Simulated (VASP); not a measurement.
# Rb (P6_3/mmc) in VASP: single point with r2SCAN

Aim: the single point of Rb with r2SCAN.

Everything below comes from runs of VASP 6.6.1. Logs are shortened: lines on timing, memory, paths and dates and some standing lists are left out, and cuts for length are marked.

## 1. The cell of the first run

It takes space group P6_3/mmc (No. 194, hexagonal). The conventional cell has a = 5.141 Å, b = 5.141 Å, c = 8.351 Å, α = 90.00°, β = 90.00°, γ = 120.00°.

This isn't the form of Rb at room conditions, which is bcc.

## 2. Single point, r2SCAN

POSCAR reads:

```
Rb
1.0
    5.1408616447      0.0000000000      0.0000000000
   -2.5704308224      4.4521167817      0.0000000000
    0.0000000000      0.0000000000      8.3506630169
Rb
2
Direct
    0.3333333333      0.6666666667      0.2500000000
    0.6666666667      0.3333333333      0.7500000000
```

INCAR.step1 reads:

```
SYSTEM = Rb
ALGO = Normal
EDIFF = 1E-4
ENCUT = 520
GGA = PE
ISMEAR = 0
LASPH = .True.
LCHARG = .False.
LREAL = .False.
LWAVE = .True.
NBANDS = 16
NELM = 60
PREC = Accurate
SIGMA = 0.1
```

INCAR.step2 reads:

```
SYSTEM = Rb
ALGO = Normal
EDIFF = 1E-6
ENCUT = 520
ISIF = 2
ISMEAR = 0
ISTART = 1
LASPH = .True.
LCHARG = .False.
LMIXTAU = .True.
LREAL = .False.
LWAVE = .False.
METAGGA = R2SCAN
NBANDS = 16
NELM = 60
PREC = Accurate
SIGMA = 0.1
```

KPOINTS reads:

```
k-points
0
Gamma
  12 12 8
  0 0 0
```

Potentials or basis: VASP PAW PBE potentials, release 64 (Rb_sv).

The run is started by

```bash
> cat potpaw_PBE.64/Rb_sv/POTCAR > POTCAR
> cp INCAR.step1 INCAR
> mpirun -np 1 vasp_std > vasp.out
> cp INCAR.step2 INCAR
> mpirun -np 1 vasp_std > vasp.out
```

OUTCAR:

```text
SYSTEM = Rb
   EDIFF = 1E-6
   ENCUT = 520
   ISIF = 2
   ISMEAR = 0
   ISTART = 1
   LASPH = .True.
   LREAL = .False.
   METAGGA = R2SCAN
   NELM = 60
   PREC = Accurate

 ion  position               nearest neighbor table
   1  0.333  0.667  0.250-   2 5.12   2 5.12   2 5.12   2 5.12   2 5.12   2 5.12
   2  0.667  0.333  0.750-   1 5.12   1 5.12   1 5.12   1 5.12   1 5.12   1 5.12

  LATTYP: Found a hexagonal cell.
 ALAT       =     5.1408616447
 C/A-ratio  =     1.6243703087

  Lattice vectors:

 A1 = (   5.1408616447,   0.0000000000,   0.0000000000)
 A2 = (  -2.5704308224,   4.4521167817,   0.0000000000)
 A3 = (   0.0000000000,   0.0000000000,   8.3506630169)

Analysis of symmetry for initial positions (statically):
=====================================================================
 Subroutine PRICEL returns:
 Original cell was already a primitive cell.

 Routine SETGRP: Setting up the symmetry group for a
 hexagonal supercell.

 Subroutine GETGRP returns: Found 24 space group operations
 (whereof 12 operations were pure point group operations)
 out of a pool of 24 trial point group operations.

The static configuration has the point symmetry D_3d.
 The point group associated with its full space group is D_6h.

Analysis of symmetry for dynamics (positions and initial velocities):
=====================================================================
 Subroutine PRICEL returns:
 Original cell was already a primitive cell.

 Routine SETGRP: Setting up the symmetry group for a
 hexagonal supercell.

 Subroutine GETGRP returns: Found 24 space group operations
 (whereof 12 operations were pure point group operations)
 out of a pool of 24 trial point group operations.

The dynamic configuration has the point symmetry D_3d.
 The point group associated with its full space group is D_6h.

 Subroutine INISYM returns: Found 24 space group operations
 (whereof 12 operations are pure point group operations),
 and found     1 'primitive' translations

----------------------------------------------------------------------------------------

                                     Primitive cell

  volume of cell :     191.1276

  direct lattice vectors                    reciprocal lattice vectors
     5.140861645  0.000000000  0.000000000     0.194519921  0.112306129  0.000000000
    -2.570430822  4.452116782  0.000000000     0.000000000  0.224612257  0.000000000
     0.000000000  0.000000000  8.350663017     0.000000000  0.000000000  0.119750970

  length of vectors
     5.140861645  5.140861645  8.350663017     0.224612257  0.224612257  0.119750970
[... 83 lines left out ...]
   EDIFFG = 0.1E-04   stopping-criterion for IOM
   NSW    =      0    number of steps for IOM
   IBRION =     -1    ionic relax: 0-MD 1-quasi-New 2-CG
   NFREE  =      0    steps in history (QN), initial steepest desc. (CG)
   ISIF   =      2    stress and relaxation
   ISYM   =      2    0-nonsym 1-usesym 2-fastsym
   POTIM  = 0.5000    time-step for ionic-motion
   TEBEG  =    0.0;   TEEND  =   0.0 temperature during run
   PSTRESS=    0.0 pullay stress
   NELECT =      18.0000    total number of electrons
   NUPDOWN=      -1.0000    fix difference up-down
   EMIN   =  10.00;   EMAX   =-10.00  energy-range for DOS
   EFERMI =   0.00;   METHOD = LEGACY
   ISMEAR =     0;   SIGMA  =   0.10  broadening in eV -4-tet -1-fermi 0-gaus
   EFERMI_NEDOS =   21; number of points for ismear=-14 and -15
   IALGO  =     38    algorithm
   IMIX   =      4    mixing-type and parameters
     AMIX     =   0.40;   BMIX     =  1.00
     AMIX_MAG =   1.60;   BMIX_MAG =  1.00
  volume/ion in A,a.u.               =      95.56       644.90
  Fermi-wavevector in a.u.,A,eV,Ry     =   0.744831  1.407527  7.548152  0.554774
  Thomas-Fermi vector in A             =   1.840275
   LORBIT       =      0    0 simple, 1 ext, 2 COOP (PROOUT), +10 PAW based schemes
   METAGGA = R2SCAN    functional components
   LHFCALC =     F    Hartree Fock is set to
   AEXX    =    0.0000 exact exchange contribution
   IVDW    =     0    specifies the selected vdW correction
   LEPSILON=     F    determine dielectric tensor
   LRPA    =     F    only Hartree local field effects (RPA)
 non-spin polarized calculation
 Gauss-broadening in eV      SIGMA  =   0.10
  energy-cutoff  :      520.00
  volume of cell :      191.13
 maximum number of plane-waves:      5215
 NGX is ok and might be reduce to    40
   NGX = 19   NGY = 19   NGZ = 31

 number of electron      18.0000000 magnetization

 Free energy of the ion-electron system (eV)
  ---------------------------------------------------
  ext. energy  EPLUGINS =         0.00000000
  ---------------------------------------------------
  free energy    TOTEN  =       -27.84160311 eV

  energy without entropy =      -27.83427259  energy(sigma->0) =      -27.83793785

 E-fermi :  -0.0362     XC(G=0):  -5.6073

 val. band max:       -0.0404546421   @ k =   0.2500   0.2500   0.3750
 cond. band min:      -0.0085736795   @ k =   0.4167   0.0833   0.2500
 fundamental gap:      0.0318809625
 Fermi energy:        -0.0362026002

 k-point     1 :       0.0000    0.0000    0.0000
  band No.  band energies     occupation
      1     -30.1372      2.00000
      2     -30.1339      2.00000
      3     -13.7142      2.00000
      4     -13.6425      2.00000
      5     -13.6425      2.00000
      6     -13.6311      2.00000
[... 433 lines left out ...]
      3     -13.6957      2.00000
      4     -13.6825      2.00000
      5     -13.6776      2.00000
      6     -13.6559      2.00000
[... 8 lines left out ...]
     15       3.8593      0.00000
     16       4.3303      0.00000

 [... further k-points ...]

------------------------ aborting loop because EDIFF is reached ----------------------------------------

  FORCE on cell =-STRESS in cart. coord.  units (eV):
  Direction    XX          YY          ZZ          XY          YZ          ZX
  --------------------------------------------------------------------------------------
  -------------------------------------------------------------------------------------
  Total        0.0254279      0.0254279      0.0210592     -0.0000000      0.0000000      0.0000000
  in kB        0.2131560      0.2131560      0.1765341     -0.0000000      0.0000000      0.0000000
  external PRESSURE =       0.2009487 kB  Pullay stress =       0.0000000 kB

 VOLUME and BASIS-vectors are now :
 -----------------------------------------------------------------------------
  energy-cutoff  :      520.00
  volume of cell :      191.13
      direct lattice vectors                 reciprocal lattice vectors
     5.140861645  0.000000000  0.000000000     0.194519921  0.112306129  0.000000000
    -2.570430822  4.452116782  0.000000000     0.000000000  0.224612257  0.000000000
     0.000000000  0.000000000  8.350663017     0.000000000  0.000000000  0.119750970

 POSITION                                       TOTAL-FORCE (eV/Angst)
 -----------------------------------------------------------------------------------
     -0.00000      2.96808      2.08767        -0.000000      0.000000      0.000000
      2.57043      1.48404      6.26300         0.000000      0.000000      0.000000
 -----------------------------------------------------------------------------------
    total drift:                                0.000000     -0.000000      0.000000

  FREE ENERGIE OF THE ION-ELECTRON SYSTEM (eV)
  ---------------------------------------------------
  free  energy   TOTEN  =       -27.8416031058 eV

  energy  without entropy=      -27.8342725920  energy(sigma->0) =      -27.83793785
```

OSZICAR.step1:

```text
N       E                     dE             d eps       ncg     rms          rms(c)
DAV:   1     0.119182731130E+03    0.11918E+03   -0.68020E+03  3040   0.845E+02
DAV:   2     0.108728287747E+02   -0.10831E+03   -0.10456E+03  4184   0.181E+02
DAV:   3    -0.770033063128E+00   -0.11643E+02   -0.11574E+02  4192   0.590E+01
DAV:   4    -0.186765767862E+01   -0.10976E+01   -0.10974E+01  5264   0.125E+01
DAV:   5    -0.187346319862E+01   -0.58055E-02   -0.58053E-02  4256   0.114E+00    0.161E+00
DAV:   6    -0.187495711726E+01   -0.14939E-02   -0.43487E-03  4384   0.344E-01    0.966E-01
DAV:   7    -0.187688576605E+01   -0.19286E-02   -0.50822E-03  3728   0.389E-01    0.628E-02
DAV:   8    -0.187711290307E+01   -0.22714E-03   -0.25787E-04  3568   0.975E-02    0.235E-02
DAV:   9    -0.187714943488E+01   -0.36532E-04   -0.39279E-05  2336   0.459E-02
   1 F= -.18771494E+01 E0= -.18730863E+01  d E =-.812632E-02
```

It took 7.7 min on 1 thread of Intel Xeon Platinum 8559C (Emerald Rapids), shared host; peak memory 0.49 GiB.

Results:

```
Free energy            : -27.8416 eV
Pressure               : 0.0 GPa
Band gap on the k mesh : zero (bands 9 and 10 overlap by 2.40 eV)
```

Caveat: the PAW data sets were made with another functional, which shifts forces and pressure a little.
